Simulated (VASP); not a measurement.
Set up this calculation in VASP 6.6.1, as the native input.

```yaml
Task: single point
Functional: RPBE
Dispersion: D4
Potentials_or_basis: VASP PAW PBE potentials, release 64 (Al, N)
Cutoff: 520 eV
k_mesh: 10 × 10 × 6
Occupations: fermi-dirac, width 0.05 eV
Spin: no spin polarisation
Dipole_correction: no
Further_INCAR_settings: ALGO = Normal; EDIFF = 1e-06; NBANDS = 16
```

The structure of AlN lies in POSCAR:

```
AlN
1.0
    3.0951571753      0.0000000000      0.0000000000
   -1.5475785876      2.6804847425      0.0000000000
    0.0000000000      0.0000000000      4.9523041388
Al N
2 2
Direct
    0.6666666667      0.3333333333      0.4989708915
    0.3333333333      0.6666666667     -0.0010291085
    0.6666666667      0.3333333333      0.8810291085
    0.3333333333      0.6666666667      0.3810291085
```

One way to write it, as run:

INCAR

```
  PREC = Accurate
  ENCUT = 520
  EDIFF = 1E-6
  ISMEAR = -1
  SIGMA = 0.05
  LREAL = F
  LASPH = T
  NELM = 100
  ALGO = Normal
  ISIF = 2
  LWAVE = F
  LCHARG = T
  GGA = RP
  IVDW = 13
  LELF = T
  LVHAR = T
  NBANDS = 16
```

KPOINTS

```
Automatic mesh
0
Gamma
  10 10 6
```

Potentials or basis: VASP PAW PBE potentials, release 64 (Al, N).

Command:

```console
$ cat potpaw_PBE.64/Al/POTCAR potpaw_PBE.64/N/POTCAR > POTCAR
$ mpirun -np 1 vasp_std > vasp.out
```

Results of the run:

```yaml
Pressure: -0.7 GPa
Band_gap_on_the_k_mesh: 4.39 eV, direct
Dispersion_energy_per_atom: -0.652 eV
```

Caveat: the PAW data sets were made with another functional, which shifts forces and pressure a little.

Wall time 14 s on 1 thread of Intel(R) Xeon(R) 6975P-C (Granite Rapids), with other jobs on the host, peak memory 0.17 GiB.
